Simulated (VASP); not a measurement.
Write the native input for VASP 6.6.1 that does the following.

```
Task                   : single point
Functional             : PBE
Potentials or basis    : VASP PAW PBE potentials, release 64 (Hf_pv)
Cutoff                 : 520 eV
k mesh                 : 18 × 18 × 18
Occupations            : fermi-dirac, width 0.08 eV
Spin                   : no spin polarisation
Dipole correction      : no
Further INCAR settings : ALGO = Normal; EDIFF = 1e-06; NBANDS = 11
```

The structure of Hf lies in POSCAR:

```
Hf
1.0
   -1.4747806484      1.4747806484      1.4747806484
    1.4747806484     -1.4747806484      1.4747806484
    1.4747806484      1.4747806484     -1.4747806484
Hf
1
Direct
    0.0000000000      0.0000000000      0.0000000000
```

The input as run:

INCAR

```
SYSTEM = Hf
  ALGO = Normal
  EDIFF = 1E-6
  ENCUT = 520
  GGA = PE
  ISIF = 2
  ISMEAR = -1
  LASPH = .True.
  LCHARG = .False.
  LREAL = .False.
  LWAVE = .False.
  NBANDS = 11
  NELM = 100
  PREC = Accurate
  SIGMA = 0.08
```

KPOINTS

```
k-points
0
Gamma
  18 18 18
  0 0 0
```

Potentials or basis: VASP PAW PBE potentials, release 64 (Hf_pv).

The run is started by

```console
$ cat potpaw_PBE.64/Hf_pv/POTCAR > POTCAR
$ mpirun -np 1 vasp_std > vasp.out
```

Results of the run:

* Pressure: 138.4 GPa
* Band gap on the k mesh: zero (band 5 reaches 10.73 eV, above the bottom of band 6 at 7.94 eV)

Caveat: spin-orbit coupling is left out, which moves the levels of the heavy elements.

Run time: 13 s on 1 thread of Intel(R) Xeon(R) Platinum 8488C (Sapphire Rapids), with other jobs on the host, peak memory 0.14 GiB.
